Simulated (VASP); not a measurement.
# Rh (Fm-3m) in VASP: further runs, part 2 of 2

VASP 6.6.1. Earlier steps stand in the parts before.

### 5 Single point, PBE

This run uses another cell than the first one, of 14.70 Å³/atom, 1.075 times its volume.

INCAR

```
ALGO = Normal
EDIFF = 1E-6
ENCUT = 500
GGA = PE
GGA_COMPAT = False
ISIF = 2
ISMEAR = 1
LASPH = True
LCHARG = False
LREAL = False
LWAVE = False
NBANDS = 14
NELM = 120
PREC = Accurate
SIGMA = 0.05
```

KPOINTS

```
k-points
0
Gamma
  13 13 13
```

POSCAR

```
Rh
1.0
    0.0000000000      1.9441571742      1.9441571742
    1.9441571742      0.0000000000      1.9441571742
    1.9441571742      1.9441571742      0.0000000000
Rh
1
Direct
    0.0000000000      0.0000000000      0.0000000000
```

Potentials or basis: VASP PAW PBE potentials, release 64 (Rh_pv).

Run with:

```sh
> cat potpaw_PBE.64/Rh_pv/POTCAR > POTCAR
> mpirun -np 1 vasp_std > vasp.out
```

OUTCAR:

```text
EDIFF = 1E-6
   ENCUT = 500
   GGA = PE
   ISIF = 2
   ISMEAR = 1
   LASPH = True
   LREAL = False
   NELM = 120
   PREC = Accurate

 ion  position               nearest neighbor table
   1  0.000  0.000  0.000-

  LATTYP: Found a face centered cubic cell.
 ALAT       =     3.8883143484

  Lattice vectors:

 A1 = (   0.0000000000,   1.9441571742,   1.9441571742)
 A2 = (   1.9441571742,   0.0000000000,   1.9441571742)
 A3 = (   1.9441571742,   1.9441571742,   0.0000000000)

Analysis of symmetry for initial positions (statically):
=====================================================================
 Subroutine PRICEL returns:
 Original cell was already a primitive cell.

 Routine SETGRP: Setting up the symmetry group for a
 face centered cubic supercell.

 Subroutine GETGRP returns: Found 48 space group operations
 (whereof 48 operations were pure point group operations)
 out of a pool of 48 trial point group operations.

The static configuration has the point symmetry O_h .

Analysis of symmetry for dynamics (positions and initial velocities):
=====================================================================
 Subroutine PRICEL returns:
[... 170 lines left out ...]
      7       7.9451      2.00000
      8       9.8219      2.00000
      9       9.8219      2.00000
     10      26.7401      0.00000
     11      31.4470      0.00000
     12      31.8289      0.00000
     13      31.8289      0.00000
     14      31.8289      0.00000
[... 377 lines left out ...]
      1     -36.0516      2.00000
      2     -35.6896      2.00000
      3     -35.6569      2.00000
      4       5.7066      2.00000
      5       7.4610      2.00000
      6       8.5083      2.00000
      7       8.5414      2.00000
      8      11.2673     -0.00000
      9      13.1349      0.00000
     10      20.2116      0.00000
     11      27.0613      0.00000
     12      29.5527      0.00000
     13      30.4477      0.00000
     14      31.4501      0.00000

 [... further k-points ...]

------------------------ aborting loop because EDIFF is reached ----------------------------------------

  FORCE on cell =-STRESS in cart. coord.  units (eV):
  Direction    XX          YY          ZZ          XY          YZ          ZX
  --------------------------------------------------------------------------------------
  -------------------------------------------------------------------------------------
  Total       -0.9458904     -0.9458904     -0.9458904     -0.0000000      0.0000000     -0.0000000
  in kB     -103.1162957   -103.1162957   -103.1162957     -0.0000000      0.0000000     -0.0000000
  external PRESSURE =    -103.1162957 kB  Pullay stress =       0.0000000 kB

 VOLUME and BASIS-vectors are now :
 -----------------------------------------------------------------------------
  energy-cutoff  :      500.00
  volume of cell :       14.70
      direct lattice vectors                 reciprocal lattice vectors
     0.000000000  1.944157174  1.944157174    -0.257180853  0.257180853  0.257180853
     1.944157174  0.000000000  1.944157174     0.257180853 -0.257180853  0.257180853
     1.944157174  1.944157174  0.000000000     0.257180853  0.257180853 -0.257180853

 POSITION                                       TOTAL-FORCE (eV/Angst)
 -----------------------------------------------------------------------------------
      0.00000      0.00000      0.00000        -0.000000      0.000000      0.000000
 -----------------------------------------------------------------------------------
    total drift:                                0.000000     -0.000000      0.000000

  FREE ENERGIE OF THE ION-ELECTRON SYSTEM (eV)
  ---------------------------------------------------
  free  energy   TOTEN  =        -7.2379781444 eV

  energy  without entropy=       -7.2384314199  energy(sigma->0) =       -7.23812924
```

Run time: 5.4 s. Hardware: 1 thread of Intel Xeon 6975P-C (Granite Rapids), shared host; peak memory 0.13 GiB.

What came out:

* Free energy: -7.2380 eV
* Pressure: -10.3 GPa

Levels at points of the mesh, in eV from the Fermi level:
```tsv
k point	band 5	band 6	band 7	band 8	band 9	band 10
(0.00, 0.00, 0.00)	-2.75	-2.75	-2.75	-0.87	-0.87	16.05
```

### 6 Single point, PBE

This run uses another cell than the first one, of 15.04 Å³/atom, 1.100 times its volume.

INCAR

```
SYSTEM = Rh
ALGO     = Normal         ! electronic algorithm
EDIFF    = 1E-6           ! SCF threshold, eV
ENCUT    = 500            ! plane-wave cutoff, eV
GGA      = PE             ! functional
GGA_COMPAT= .False.      
ISIF     = 2              ! what is computed and relaxed
ISMEAR   = 1              ! smearing method
LASPH    = .True.         ! aspherical terms in the spheres
LCHARG   = .True.         ! write CHGCAR
LELF     = .True.         ! ELF
LREAL    = .False.        ! projectors in reciprocal space
LVHAR    = .True.       
LWAVE    = .False.        ! write WAVECAR
NBANDS   = 14             ! bands
NELM     = 120            ! most SCF steps
PREC     = Accurate       ! precision mode
SIGMA    = 0.05           ! smearing width, eV
```

KPOINTS

```
k-points
0
Gamma
  13 13 13
  0 0 0
```

POSCAR

```
Rh
1.0
    0.0000000000      1.9591128171      1.9591128171
    1.9591128171      0.0000000000      1.9591128171
    1.9591128171      1.9591128171      0.0000000000
Rh
1
Direct
    0.0000000000      0.0000000000      0.0000000000
```

Potentials or basis: VASP PAW PBE potentials, release 64 (Rh_pv).

Run with:

```sh
> cat potpaw_PBE.64/Rh_pv/POTCAR > POTCAR
> mpirun -np 1 vasp_std > vasp.out
```

Wall time 5.5 s (1 thread of Intel Xeon 6975P-C (Granite Rapids), shared host); peak memory 0.13 GiB.

Results (log left out):

```yaml
Free_energy: -7.2113 eV
Pressure: -14.7 GPa
```

Levels at points of the mesh, in eV from the Fermi level:
```tsv
k point	band 4	band 5	band 6	band 7	band 8	band 9	band 10	band 11
(0.00, 0.00, 0.00)	-7.28	-2.65	-2.65	-2.65	-0.84	-0.84	16.05	20.82
```

### 7 Summary

| cell | gap on the mesh (eV) | pressure (GPa) |
| --- | --- | --- |
| a = 2.684 Å, angles 60.0°, 1 atom | none | 7.7 |
| a = 2.706 Å, angles 60.0°, 1 atom | none | 0.8 |
| a = 2.728 Å, angles 60.0°, 1 atom | none | -5.2 |
| a = 2.749 Å, angles 60.0°, 1 atom | none | -10.3 |
| a = 2.771 Å, angles 60.0°, 1 atom | none | -14.7 |

Alike in all rows: task single point; level PBE; potentials or basis VASP PAW PBE potentials, release 64 (Rh_pv); no spin polarisation; k mesh 13 × 13 × 13; cutoff (eV) 500; smearing methfessel-paxton 0.05 eV.

Absolute energies hang on the potentials; compare differences alone.
